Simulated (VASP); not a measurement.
Wanted: the native input for a VASP 6.6.1 run.

```yaml
Task: single point
Functional: r2SCAN
Potentials_or_basis: VASP PAW PBE potentials, release 64 (C, Si)
Cutoff: 520 eV
k_mesh: 20 × 20 × 20
Occupations: gaussian, width 0.05 eV
Spin: no spin polarisation
Dipole_correction: no
Further_INCAR_settings: ALGO = Normal; EDIFF = 1e-06; NBANDS = 11
```

SiC:

```
CELL_PARAMETERS angstrom
0.00000 1.86857 1.86857
1.86857 0.00000 1.86857
1.86857 1.86857 0.00000
ATOMIC_POSITIONS crystal
C 0.00000 0.00000 0.00000
Si 0.50000 0.50000 0.50000
```

This cell differs from its parent crystal: volume scaled by 0.800.

These files were run (other wordings do the same):

POSCAR

```
SiC
1.0
    0.0000000000      1.8685743379      1.8685743379
    1.8685743379      0.0000000000      1.8685743379
    1.8685743379      1.8685743379      0.0000000000
C Si
1 1
Direct
    0.0000000000      0.0000000000      0.0000000000
    0.5000000000      0.5000000000      0.5000000000
```

INCAR.step1

```
SYSTEM = SiC
  PREC = Accurate
  ENCUT = 520
  ISMEAR = 0
  SIGMA = 0.05
  LREAL = .False.
  LASPH = .True.
  NELM = 60
  NBANDS = 11
  GGA = PE
  ALGO = Normal
  EDIFF = 1E-4
  LWAVE = .True.
  LCHARG = .False.
```

INCAR.step2

```
SYSTEM = SiC
  PREC = Accurate
  ENCUT = 520
  EDIFF = 1E-6
  ISMEAR = 0
  SIGMA = 0.05
  LREAL = .False.
  LASPH = .True.
  NELM = 60
  ALGO = Normal
  ISIF = 2
  LWAVE = .False.
  LCHARG = .False.
  METAGGA = R2SCAN
  LMIXTAU = .True.
  NBANDS = 11
  ISTART = 1
```

KPOINTS

```
regular mesh
0
Gamma
  20 20 20
  0 0 0
```

Potentials or basis: VASP PAW PBE potentials, release 64 (C, Si).

The run is started by

```console
$ cat potpaw_PBE.64/C/POTCAR potpaw_PBE.64/Si/POTCAR > POTCAR
$ cp INCAR.step1 INCAR
$ mpirun -np 1 vasp_std > vasp.out
$ cp INCAR.step2 INCAR
$ mpirun -np 1 vasp_std > vasp.out
```

It gave:

| Item | Value |
| --- | --- |
| Pressure | 98.7 GPa |
| Band gap on the k mesh | 1.23 eV, indirect (least direct gap 6.85 eV) |

Caveat: the PAW data sets were made with another functional, which shifts forces and pressure a little.

Run time: 2.4 min on 1 thread of Intel Xeon 8259CL, on a shared host, peak memory 0.15 GiB.
